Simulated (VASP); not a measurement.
Wanted: the native input for a VASP 6.6.1 run.

- Task: single point
- Functional: PBE
- Potentials or basis: VASP PAW PBE potentials, release 64 (W_sv, S)
- Cutoff: 520 eV
- k mesh: 6 × 6 × 2
- Occupations: gaussian, width 0.1 eV
- Spin: no spin polarisation
- Dipole correction: no
- Further INCAR settings: ALGO = Normal; EDIFF = 1e-06; NBANDS = 35

The structure of WS2 lies in POSCAR:

```
WS2
1.0
    3.1842228922      0.0000000000      0.0000000000
   -1.5921114461      2.7576179160      0.0000000000
    0.0000000000      0.0000000000     12.9782823600
W S
2 4
Direct
    0.3333333300      0.6666666700      0.2500000000
    0.6666666700      0.3333333300      0.7500000000
    0.3333333300      0.6666666700      0.6298049400
    0.6666666700      0.3333333300      0.1298049400
    0.3333333300      0.6666666700      0.8701950600
    0.6666666700      0.3333333300      0.3701950600
```

The input as run:

INCAR

```
ALGO = Normal
EDIFF = 1E-6
ENCUT = 520
GGA = PE
ISIF = 2
ISMEAR = 0
LASPH = T
LCHARG = F
LREAL = F
LWAVE = F
NBANDS = 35
NELM = 100
PREC = Accurate
SIGMA = 0.1
```

KPOINTS

```
k-points
0
Gamma
  6 6 2
```

Potentials or basis: VASP PAW PBE potentials, release 64 (W_sv, S).

Run with:

```sh
$ cat potpaw_PBE.64/W_sv/POTCAR potpaw_PBE.64/S/POTCAR > POTCAR
$ mpirun -np 1 vasp_std > vasp.out
```

Results of the run:

The pressure is 1.7 GPa, the largest force is 0.209 eV/Å and the band gap on the k mesh is 1.24 eV, indirect (least direct gap 1.74 eV).

Caveat: spin-orbit coupling is left out, which moves the levels of the heavy elements; this functional lacks dispersion, which binds the layers, so the pressure and a relaxed spacing across them are unreliable.

Wall time 58 s on 1 thread of Intel(R) Xeon(R) Platinum 8259CL CPU @ 2.50GHz (Skylake/Cascade Lake) (shared host), peak memory 0.24 GiB.
